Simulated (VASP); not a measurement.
# KTaO3 (P4/mmm) in VASP: notebook, part 2 of 2

VASP 6.6.1.

### Step 4. Single point, r2SCAN

This run uses another cell than the first one, of the same volume but with other edges.

POSCAR reads:

```
KTaO3
1.0
    3.6543210625      0.0000000000      0.0000000000
    0.0000000000      3.6543210625      0.0000000000
    0.0000000000      0.0000000000      4.7506173812
K Ta O
1 1 3
Direct
    0.5000000000      0.5000000000      0.5000000000
    0.0000000000      0.0000000000      0.0000000000
    0.5000000000      0.0000000000      0.0000000000
    0.0000000000      0.5000000000      0.0000000000
    0.0000000000      0.0000000000      0.5000000000
```

INCAR.step1 reads:

```
SYSTEM = KTaO3
PREC = Accurate ; ENCUT = 520
ISMEAR = 0 ; SIGMA = 0.05
LREAL = .False. ; LASPH = .True.
NELM = 60 ; NBANDS = 27
GGA = PE ; ALGO = Normal
EDIFF = 1E-4 ; LWAVE = .True.
LCHARG = .False.
```

INCAR.step2 reads:

```
SYSTEM = KTaO3
PREC = Accurate ; ENCUT = 520
EDIFF = 1E-6 ; ISMEAR = 0
SIGMA = 0.05 ; LREAL = .False.
LASPH = .True. ; NELM = 60
ALGO = Normal ; ISIF = 2
LWAVE = .False. ; LCHARG = .False.
METAGGA = R2SCAN ; LMIXTAU = .True.
NBANDS = 27 ; ISTART = 1
```

KPOINTS reads:

```
Automatic mesh
0
Gamma
  6 6 6
  0 0 0
```

Launch:

```console
$ cat potpaw_PBE.64/K_sv/POTCAR potpaw_PBE.64/Ta_pv/POTCAR potpaw_PBE.64/O/POTCAR > POTCAR
$ cp INCAR.step1 INCAR
$ mpirun -np 1 vasp_std > vasp.out
$ cp INCAR.step2 INCAR
$ mpirun -np 1 vasp_std > vasp.out
```

Wall time 94 s (1 thread of Intel Xeon 6975P-C (Granite Rapids), shared host); peak memory 0.21 GiB.

The run converged. Its results:

* Free energy: -84.1087 eV
* Pressure: 26.6 GPa
* Band gap on the k mesh: 1.86 eV, indirect (least direct gap 1.93 eV)

Stress tensor (GPa, compression positive):
```
 55.21   0.00   0.00
  0.00  55.21   0.00
  0.00   0.00 -30.70
```

Levels at points of the mesh, in eV from the valence-band top:
```csv
k point,band 16,band 17,band 18,band 19,band 20,band 21,band 22,band 23
"(0.00, 0.00, 0.00)",-1.75,-0.96,-0.07,-0.07,1.86,1.86,2.12,3.15
"(0.50, 0.00, 0.00)",-2.24,-1.21,-1.13,-0.61,2.10,3.77,6.10,6.12
"(0.50, 0.50, 0.00)",-1.53,-0.98,-0.34,-0.34,4.22,6.15,6.15,8.12
"(0.00, 0.00, 0.50)",-1.74,-1.74,-0.72,-0.72,2.15,3.07,3.07,7.22
"(0.50, 0.00, 0.50)",-3.20,-2.16,-1.25,-0.62,3.15,6.11,6.37,7.39
"(0.50, 0.50, 0.50)",-3.43,-0.98,0.00,0.00,6.53,6.53,8.15,8.15
```

Caveat: the PAW data sets were made with another functional, which shifts forces and pressure a little; spin-orbit coupling is left out, which moves the levels of the heavy elements. A k mesh can miss the band edges.

### Step 5. Single point, r2SCAN

This run uses another cell than the first one, of the same volume but with other edges.

Changes to POSCAR since step 4:

```diff
@@ -2,5 +2,5 @@
 1.0
-    3.6543210625      0.0000000000      0.0000000000
-    0.0000000000      3.6543210625      0.0000000000
-    0.0000000000      0.0000000000      4.7506173812
+    4.1007051413      0.0000000000      0.0000000000
+    0.0000000000      4.1007051413      0.0000000000
+    0.0000000000      0.0000000000      3.7726487300
 K Ta O
```

INCAR.step1 reads:

```
SYSTEM = KTaO3
ALGO     = Normal         ! electronic algorithm
EDIFF    = 1E-4           ! SCF threshold, eV
ENCUT    = 520            ! plane-wave cutoff, eV
GGA      = PE             ! functional
ISMEAR   = 0              ! smearing method
LASPH    = .TRUE.         ! aspherical terms in the spheres
LCHARG   = .FALSE.        ! write CHGCAR
LREAL    = .FALSE.        ! projectors in reciprocal space
LWAVE    = .TRUE.         ! write WAVECAR
NBANDS   = 27             ! bands
NELM     = 80             ! most SCF steps
PREC     = Accurate       ! precision mode
SIGMA    = 0.05           ! smearing width, eV
```

INCAR.step2 reads:

```
SYSTEM = KTaO3
ALGO     = Normal         ! electronic algorithm
EDIFF    = 1E-6           ! SCF threshold, eV
ENCUT    = 520            ! plane-wave cutoff, eV
ISIF     = 2              ! what is computed and relaxed
ISMEAR   = 0              ! smearing method
ISTART   = 1            
LASPH    = .TRUE.         ! aspherical terms in the spheres
LCHARG   = .FALSE.        ! write CHGCAR
LMIXTAU  = .TRUE.       
LREAL    = .FALSE.        ! projectors in reciprocal space
LWAVE    = .FALSE.        ! write WAVECAR
METAGGA  = R2SCAN         ! meta-GGA
NBANDS   = 27             ! bands
NELM     = 80             ! most SCF steps
PREC     = Accurate       ! precision mode
SIGMA    = 0.05           ! smearing width, eV
```

KPOINTS reads:

```
k-points
0
G
  6 6 6
  0 0 0
```

Launch:

```console
$ cat potpaw_PBE.64/K_sv/POTCAR potpaw_PBE.64/Ta_pv/POTCAR potpaw_PBE.64/O/POTCAR > POTCAR
$ cp INCAR.step1 INCAR
$ mpirun -np 1 vasp_std > vasp.out
$ cp INCAR.step2 INCAR
$ mpirun -np 1 vasp_std > vasp.out
```

It took 98 s on 1 thread of Intel Xeon 6975P-C (Granite Rapids), shared host; peak memory 0.21 GiB.

Results (log left out):

```
Free energy            : -86.7750 eV
Pressure               : 4.1 GPa
Band gap on the k mesh : 2.42 eV, indirect (least direct gap 3.04 eV)
```

Stress tensor (GPa, compression positive):
```
-8.17  0.00  0.00
 0.00 -8.17  0.00
 0.00  0.00 28.60
```

Levels at points of the mesh, in eV from the valence-band top:
```
           k point  band 15  band 16  band 17  band 18  band 19  band 20  band 21  band 22  band 23  band 24
(0.00, 0.00, 0.00)    -1.34    -0.84    -0.67    -0.67    -0.63     2.42     2.55     2.55     6.34     6.63
(0.50, 0.00, 0.00)    -2.19    -2.14    -1.55    -1.09    -0.85     2.67     4.99     4.99     6.85     9.67
(0.50, 0.50, 0.00)    -2.39    -2.19    -2.19    -1.78    -0.07     5.02     5.02     6.18     9.47    10.32
(0.00, 0.00, 0.50)    -2.36    -2.01    -1.49    -0.85    -0.85     2.66     6.16     6.16     6.40     8.55
(0.50, 0.00, 0.50)    -2.59    -1.76    -1.31    -1.23    -0.19     5.06     6.18     7.11     7.35    10.79
(0.50, 0.50, 0.50)    -4.52    -3.43    -0.11    -0.11     0.00     6.35     7.22     7.22     9.22     9.71
```

Caveat: the PAW data sets were made with another functional, which shifts forces and pressure a little; spin-orbit coupling is left out, which moves the levels of the heavy elements.

### Step 6. Overview

```tsv
cell	gap on the mesh (eV)	pressure (GPa)
a = 3.753, b = 3.753, c = 4.504 Å, 5 atoms	2.19	13.7
a = 4.333, b = 4.333, c = 3.379 Å, 5 atoms	2.00	28.5
a = 3.654, b = 3.654, c = 4.751 Å, 5 atoms	1.86	26.6
a = 4.101, b = 4.101, c = 3.773 Å, 5 atoms	2.42	4.1
```

Alike in all rows: task single point; level r2SCAN; potentials or basis VASP PAW PBE potentials, release 64 (K_sv, Ta_pv, O); no spin polarisation; k mesh 6 × 6 × 6; cutoff (eV) 520; smearing gaussian 0.05 eV.

Caveats: the PAW data sets were made with another functional, which shifts forces and pressure a little; spin-orbit coupling is left out, which moves the levels of the heavy elements.

Absolute energies hang on the potentials; compare differences alone.
